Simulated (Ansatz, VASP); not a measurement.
Ca in VASP and in Ansatz

Contents of INCAR:

```
PREC     = Accurate       # precision mode
ENCUT    = 520            # plane-wave cutoff, eV
EDIFF    = 1E-6           # SCF threshold, eV
ISMEAR   = 0              # smearing method
SIGMA    = 0.15           # smearing width, eV
LREAL    = F              # projectors in reciprocal space
LASPH    = T              # aspherical terms in the spheres
NELM     = 60             # most SCF steps
ALGO     = Normal         # electronic algorithm
ISIF     = 2              # what is computed and relaxed
LWAVE    = F              # write WAVECAR
LCHARG   = F              # write CHGCAR
GGA      = PS             # functional
NBANDS   = 11             # bands
```

File KPOINTS:

```
regular mesh
0
Gamma
  14 14 14
```

The input POSCAR:

```
Ca
1.0
    0.0000000000      2.6824320000      2.7942000000
    2.6824320000      0.0000000000      2.7942000000
    2.6824320000      2.6824320000      0.0000000000
Ca
1
Direct
    0.0000000000      0.0000000000      0.0000000000
```

Input for Ansatz:

```yaml
crystal:
  lattice:
    - [0.0, 2.682432, 2.7942]
    - [2.682432, 0.0, 2.7942]
    - [2.682432, 2.682432, 0.0]
  atoms:
    - { symbol: Ca, position: [0.0, 0.0, 0.0] }
basis:
  ecutwfc: 420
kpoints:
  mp_grid: { grid: [14, 14, 14] }
hamiltonian:
  xc: pbesol
scf:
  occupations: { method: gaussian, width: 0.15 }
output:
  forces: true
  stress: true
  eigenvalues: true
```

Change from the starting cell: strain -0.040 along x and y, +0.000 along z, atoms carried along.

Alike in both runs: task single point; functional PBEsol; k mesh 14 × 14 × 14; occupations gaussian, width 0.15 eV; no spin polarisation.

|  | VASP | Ansatz |
| --- | --- | --- |
| version | VASP 6.6.1 | Ansatz 0.2.0 |
| potentials or method | VASP PAW PBE potentials, release 64 (Ca_sv), cutoff 520 eV | scalar-relativistic, plane waves, PAW |
| valence electrons in the cell | 10 | 10 |

|  | VASP | Ansatz | Ansatz less VASP |
| --- | --- | --- | --- |
| gap on the k mesh at the Fermi level (eV) | none | none | - |
| pressure (GPa) | 0.2 | 0.2 | +0.01 |
| traceless stress, the component that is largest in VASP (GPa) | -0.27 | -0.27 | 0.000 |

VASP's potentials were made for PBE, not for PBEsol. A gap of «none» marks a metal or a gap that the smearing closes. With one functional, cell and mesh, what is left measures potentials, basis and numerics.
